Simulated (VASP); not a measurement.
# AlN (P6_3/mmc) in VASP: notebook

AlN is run at these levels: PBEsol; tasks: single point.

All numbers are computed with VASP 6.6.1; they aren't measurements. Logs are shortened: lines on timing, memory, paths and dates and some standing lists are left out, and cuts for length are marked.

## 1. The cell of the first run

Symmetry: P6_3/mmc, No. 194, hexagonal system. The conventional cell has a = 3.242 Å, b = 3.242 Å, c = 4.140 Å, α = 90.00°, β = 90.00°, γ = 120.00°. Within 2.5 Å of Al (site symmetry -6m2) lie 5 N at 1.87 to 2.07 Å. N (site symmetry -6m2) has 5 Al at 1.87 to 2.07 Å within 2.5 Å.

## 2. Single point, PBEsol

Contents of INCAR:

```
SYSTEM = AlN
ALGO     = Normal         ! electronic algorithm
EDIFF    = 1E-6           ! SCF threshold, eV
ENCUT    = 520            ! plane-wave cutoff, eV
GGA      = PS             ! functional
ISIF     = 2              ! what is computed and relaxed
ISMEAR   = 0              ! smearing method
LASPH    = .TRUE.         ! aspherical terms in the spheres
LCHARG   = .FALSE.        ! write CHGCAR
LREAL    = .FALSE.        ! projectors in reciprocal space
LWAVE    = .FALSE.        ! write WAVECAR
NBANDS   = 16             ! bands
NELM     = 80             ! most SCF steps
PREC     = Accurate       ! precision mode
SIGMA    = 0.05           ! smearing width, eV
```

Contents of KPOINTS:

```
k-points
0
G
  9 9 6
  0 0 0
```

Contents of POSCAR:

```
AlN
1.0
    3.2420000000      0.0000000000      0.0000000000
   -1.6210000000      2.8076543591      0.0000000000
    0.0000000000      0.0000000000      4.1400037194
Al N
2 2
Direct
    0.3333333333      0.6666666667      0.7500000000
    0.6666666667      0.3333333333      0.2500000000
    0.3333333333      0.6666666667      0.2500000000
    0.6666666667      0.3333333333      0.7500000000
```

Potentials or basis: VASP PAW PBE potentials, release 64 (Al, N).

On the command line:

```sh
> cat potpaw_PBE.64/Al/POTCAR potpaw_PBE.64/N/POTCAR > POTCAR
> mpirun -np 1 vasp_std > vasp.out
```

OUTCAR:

```text
SYSTEM = AlN
   EDIFF = 1E-6
   ENCUT = 520
   GGA = PS
   ISIF = 2
   ISMEAR = 0
   LASPH = .TRUE.
   LREAL = .FALSE.
   NELM = 80
   PREC = Accurate

 ion  position               nearest neighbor table
   1  0.333  0.667  0.750-   4 1.87   4 1.87   4 1.87   3 2.07   3 2.07   2 2.79   2 2.79   2 2.79
                             2 2.79   2 2.79   2 2.79
   2  0.667  0.333  0.250-   3 1.87   3 1.87   3 1.87   4 2.07   4 2.07   1 2.79   1 2.79   1 2.79
                             1 2.79   1 2.79   1 2.79
   3  0.333  0.667  0.250-   2 1.87   2 1.87   2 1.87   1 2.07   1 2.07
   4  0.667  0.333  0.750-   1 1.87   1 1.87   1 1.87   2 2.07   2 2.07

  LATTYP: Found a hexagonal cell.
 ALAT       =     3.2420000000
 C/A-ratio  =     1.2769906599

  Lattice vectors:

 A1 = (   3.2420000000,   0.0000000000,   0.0000000000)
 A2 = (  -1.6210000000,   2.8076543591,   0.0000000000)
 A3 = (   0.0000000000,   0.0000000000,   4.1400037194)

Analysis of symmetry for initial positions (statically):
=====================================================================
 Subroutine PRICEL returns:
 Original cell was already a primitive cell.

 Routine SETGRP: Setting up the symmetry group for a
 hexagonal supercell.

 Subroutine GETGRP returns: Found 24 space group operations
 (whereof 12 operations were pure point group operations)
 out of a pool of 24 trial point group operations.

The static configuration has the point symmetry D_3d.
 The point group associated with its full space group is D_6h.

Analysis of symmetry for dynamics (positions and initial velocities):
=====================================================================
 Subroutine PRICEL returns:
 Original cell was already a primitive cell.

 Routine SETGRP: Setting up the symmetry group for a
 hexagonal supercell.

 Subroutine GETGRP returns: Found 24 space group operations
 (whereof 12 operations were pure point group operations)
 out of a pool of 24 trial point group operations.

The dynamic configuration has the point symmetry D_3d.
 The point group associated with its full space group is D_6h.

 Subroutine INISYM returns: Found 24 space group operations
 (whereof 12 operations are pure point group operations),
 and found     1 'primitive' translations

----------------------------------------------------------------------------------------

                                     Primitive cell

  volume of cell :      37.6840

  direct lattice vectors                    reciprocal lattice vectors
     3.242000000  0.000000000  0.000000000     0.308451573  0.178084599  0.000000000
    -1.621000000  2.807654359  0.000000000     0.000000000  0.356169198  0.000000000
     0.000000000  0.000000000  4.140003719     0.000000000  0.000000000  0.241545677

  length of vectors
     3.242000000  3.242000000  4.140003719     0.356169198  0.356169198  0.241545677

  position of ions in fractional coordinates (direct lattice)
     0.333333333  0.666666667  0.750000000
     0.666666667  0.333333333  0.250000000
     0.333333333  0.666666667  0.250000000
     0.666666667  0.333333333  0.750000000

  ion indices of the primitive-cell ions
   primitive index   ion index
                 1           1
                 2           2
                 3           3
                 4           4

----------------------------------------------------------------------------------------

 KPOINTS: k-points

Automatic generation of k-mesh.
 Grid dimensions read from file:
 generate k-points for:    9    9    6

 Generating k-lattice:

  Cartesian coordinates                     Fractional coordinates (reciprocal lattice)
     0.034272397  0.019787178  0.000000000     0.111111111  0.000000000  0.000000000
     0.000000000  0.039574355  0.000000000     0.000000000  0.111111111  0.000000000
     0.000000000  0.000000000  0.040257613     0.000000000  0.000000000  0.166666667

  Length of vectors
     0.039574355  0.039574355  0.040257613

  Shift w.r.t. Gamma in fractional coordinates (k-lattice)
     0.000000000  0.000000000  0.000000000

 Subroutine IBZKPT returns following result:
 ===========================================

 Found     48 irreducible k-points:

 Following reciprocal coordinates:
            Coordinates               Weight
  0.000000  0.000000  0.000000      1.000000
  0.111111  0.000000  0.000000      6.000000
  0.222222  0.000000  0.000000      6.000000
  0.333333  0.000000  0.000000      6.000000
  0.444444  0.000000  0.000000      6.000000
  0.111111  0.111111  0.000000      6.000000
[... 16 lines left out ...]
  0.333333  0.222222  0.166667     24.000000
  0.333333  0.333333  0.166667      4.000000
 [... further k-points ...]
   k-points           NKPTS =     48   k-points in BZ     NKDIM =     48   number of bands    NBANDS=     16
   number of dos      NEDOS =    301   number of ions     NIONS =      4
   total plane-waves  NPLWV =  18432
   dimension x,y,z NGX =    24 NGY =   24 NGZ =   32
   dimension x,y,z NGXF=    48 NGYF=   48 NGZF=   64
   ions per type =               2   2
   NGX,Y,Z   is equivalent  to a cutoff of  12.31, 12.31, 12.85 a.u.
   NGXF,Y,Z  is equivalent  to a cutoff of  24.61, 24.61, 25.70 a.u.
 SYSTEM =  AlN
   PREC   = accura    normal or accurate (medium, high low for compatibility)
   ISTART =      0    job   : 0-new  1-cont  2-samecut
   ICHARG =      2    charge: 1-file 2-atom 10-const
   ISPIN  =      1    spin polarized calculation?
   LNONCOLLINEAR =      F non collinear calculations
   LSORBIT =      F    spin-orbit coupling
   LASPH  =      T    aspherical Exc in radial PAW
   ENCUT  =  520.0 eV  38.22 Ry    6.18 a.u.   6.03  6.03  7.70*2*pi/ulx,y,z
   NELM   =     80;   NELMIN=  2; NELMDL= -5     # of ELM steps
   EDIFF  = 0.1E-05   stopping-criterion for ELM
   LREAL  =      F    real-space projection
   EDIFFG = 0.1E-04   stopping-criterion for IOM
   NSW    =      0    number of steps for IOM
   IBRION =     -1    ionic relax: 0-MD 1-quasi-New 2-CG
   NFREE  =      0    steps in history (QN), initial steepest desc. (CG)
   ISIF   =      2    stress and relaxation
   ISYM   =      2    0-nonsym 1-usesym 2-fastsym
   POTIM  = 0.5000    time-step for ionic-motion
   TEBEG  =    0.0;   TEEND  =   0.0 temperature during run
   PSTRESS=    0.0 pullay stress
   NELECT =      16.0000    total number of electrons
   NUPDOWN=      -1.0000    fix difference up-down
   EMIN   =  10.00;   EMAX   =-10.00  energy-range for DOS
   EFERMI =   0.00;   METHOD = LEGACY
   ISMEAR =     0;   SIGMA  =   0.05  broadening in eV -4-tet -1-fermi 0-gaus
   EFERMI_NEDOS =   21; number of points for ismear=-14 and -15
   IALGO  =     38    algorithm
   IMIX   =      4    mixing-type and parameters
     AMIX     =   0.40;   BMIX     =  1.00
     AMIX_MAG =   1.60;   BMIX_MAG =  1.00
  volume/ion in A,a.u.               =       9.42        63.58
  Fermi-wavevector in a.u.,A,eV,Ry     =   1.230445  2.325205 20.599166  1.513996
  Thomas-Fermi vector in A             =   2.365294
   LORBIT       =      0    0 simple, 1 ext, 2 COOP (PROOUT), +10 PAW based schemes
   GGA     = PS    functional components
   LHFCALC =     F    Hartree Fock is set to
   AEXX    =    0.0000 exact exchange contribution
   IVDW    =     0    specifies the selected vdW correction
   LEPSILON=     F    determine dielectric tensor
   LRPA    =     F    only Hartree local field effects (RPA)
 non-spin polarized calculation
 Gauss-broadening in eV      SIGMA  =   0.05
  energy-cutoff  :      520.00
  volume of cell :       37.68
 maximum number of plane-waves:      1032
   NGX = 13   NGY = 13   NGZ = 15

 number of electron      16.0000004 magnetization

 Free energy of the ion-electron system (eV)
  ---------------------------------------------------
  ext. energy  EPLUGINS =         0.00000000
  ---------------------------------------------------
  free energy    TOTEN  =       -30.89874377 eV

  energy without entropy =      -30.89874377  energy(sigma->0) =      -30.89874377

 E-fermi :   8.7448     XC(G=0): -11.5970

 val. band max:        8.5254106651   @ k =   0.0000   0.0000   0.0000
 cond. band min:      12.0928184981   @ k =   0.0000   0.0000   0.0000
 fundamental gap:      3.5674078329
 Fermi energy:         8.7448495912

 k-point     1 :       0.0000    0.0000    0.0000
  band No.  band energies     occupation
      1      -8.7094      2.00000
      2      -4.8185      2.00000
      3       1.2029      2.00000
      4       5.0776      2.00000
      5       5.0776      2.00000
      6       6.7460      2.00000
[... 8 lines left out ...]
     15      20.5394      0.00000
     16      20.5419      0.00000

 k-point     2 :       0.1111    0.0000    0.0000
  band No.  band energies     occupation
      1      -8.5581      2.00000
      2      -4.8084      2.00000
      3       1.3632      2.00000
      4       4.5489      2.00000
      5       4.8667      2.00000
      6       6.2535      2.00000
[... 8 lines left out ...]
     15      19.9219      0.00000
     16      20.4576      0.00000

 k-point     3 :       0.2222    0.0000    0.0000
  band No.  band energies     occupation
      1      -8.1235      2.00000
      2      -4.8293      2.00000
      3       1.8311      2.00000
      4       3.4028      2.00000
      5       4.4403      2.00000
      6       5.3354      2.00000
[... 8 lines left out ...]
     15      18.9565      0.00000
     16      21.1439      0.00000

 k-point     4 :       0.3333    0.0000    0.0000
  band No.  band energies     occupation
      1      -7.4760      2.00000
      2      -5.0082      2.00000
      3       2.3480      2.00000
      4       2.5533      2.00000
      5       4.0557      2.00000
      6       4.5209      2.00000
[... 8 lines left out ...]
     15      20.2196      0.00000
     16      21.6601      0.00000

 k-point     5 :       0.4444    0.0000    0.0000
  band No.  band energies     occupation
      1      -6.8212      2.00000
      2      -5.3708      2.00000
      3       1.7792      2.00000
      4       3.3257      2.00000
      5       3.8392      2.00000
      6       4.0419      2.00000
[... 8 lines left out ...]
     15      21.8590      0.00000
     16      22.0314      0.00000

 k-point     6 :       0.1111    0.1111    0.0000
  band No.  band energies     occupation
      1      -8.2648      2.00000
      2      -4.8132      2.00000
      3       1.6778      2.00000
      4       3.9615      2.00000
      5       4.1713      2.00000
      6       5.8304      2.00000
[... 8 lines left out ...]
     15      19.6222      0.00000
     16      20.8757      0.00000
[... 267 lines left out ...]
 k-point    21 :       0.4444    0.1111    0.1667
  band No.  band energies     occupation
      1      -6.4905      2.00000
      2      -5.5162      2.00000
      3       1.3138      2.00000
      4       2.9762      2.00000
      5       3.3230      2.00000
      6       4.7134      2.00000
[... 8 lines left out ...]
     15      21.0001      0.00000
     16      22.3233      0.00000

 k-point    22 :       0.2222    0.2222    0.1667
  band No.  band energies     occupation
      1      -6.9846      2.00000
      2      -5.2469      2.00000
      3       1.9594      2.00000
      4       2.2875      2.00000
      5       4.0900      2.00000
      6       4.5259      2.00000
[... 8 lines left out ...]
     15      20.6680      0.00000
     16      22.0959      0.00000

 k-point    23 :       0.3333    0.2222    0.1667
  band No.  band energies     occupation
      1      -6.3864      2.00000
      2      -5.5301      2.00000
      3       1.6076      2.00000
      4       2.4553      2.00000
      5       3.2634      2.00000
      6       5.0726      2.00000
[... 8 lines left out ...]
     15      20.4899      0.00000
     16      22.2794      0.00000

 k-point    24 :       0.3333    0.3333    0.1667
  band No.  band energies     occupation
      1      -5.8985      2.00000
      2      -5.8985      2.00000
      3       1.5805      2.00000
      4       2.7174      2.00000
      5       2.7174      2.00000
      6       5.2208      2.00000
[... 8 lines left out ...]
     15      20.0120      0.00000
     16      22.0042      0.00000

 [... further k-points ...]

------------------------ aborting loop because EDIFF is reached ----------------------------------------

  FORCE on cell =-STRESS in cart. coord.  units (eV):
  Direction    XX          YY          ZZ          XY          YZ          ZX
  --------------------------------------------------------------------------------------
  -------------------------------------------------------------------------------------
  Total        2.6036784      2.6036784      1.1903453      0.0000000      0.0000000      0.0000000
  in kB      110.6981958    110.6981958     50.6088132      0.0000000      0.0000000      0.0000000
  external PRESSURE =      90.6684016 kB  Pullay stress =       0.0000000 kB

 VOLUME and BASIS-vectors are now :
 -----------------------------------------------------------------------------
  energy-cutoff  :      520.00
  volume of cell :       37.68
      direct lattice vectors                 reciprocal lattice vectors
     3.242000000  0.000000000  0.000000000     0.308451573  0.178084599  0.000000000
    -1.621000000  2.807654359  0.000000000     0.000000000  0.356169198  0.000000000
     0.000000000  0.000000000  4.140003719     0.000000000  0.000000000  0.241545677

 POSITION                                       TOTAL-FORCE (eV/Angst)
 -----------------------------------------------------------------------------------
     -0.00000      1.87177      3.10500        -0.000000      0.000000      0.000000
      1.62100      0.93588      1.03500         0.000000     -0.000000      0.000000
     -0.00000      1.87177      1.03500         0.000000      0.000000      0.000000
      1.62100      0.93588      3.10500        -0.000000     -0.000000      0.000000
 -----------------------------------------------------------------------------------
    total drift:                                0.000000     -0.000000      0.000000

  FREE ENERGIE OF THE ION-ELECTRON SYSTEM (eV)
  ---------------------------------------------------
  free  energy   TOTEN  =       -30.8987437750 eV

  energy  without entropy=      -30.8987437750  energy(sigma->0) =      -30.89874377
```

Wall time 44 s (1 thread of AMD EPYC 7R13, shared host); peak memory 0.13 GiB.

Results:

```yaml
Free_energy: -30.8987 eV
Pressure: 9.1 GPa
Band_gap_on_the_k_mesh: 3.57 eV, direct
```

Stress tensor (GPa, compression positive):
```
11.07  0.00  0.00
 0.00 11.07  0.00
 0.00  0.00  5.06
```

Caveat: the PAW data sets were made with another functional, which shifts forces and pressure a little. A k mesh can miss the band edges.

(Continued in part 2 of 2.)
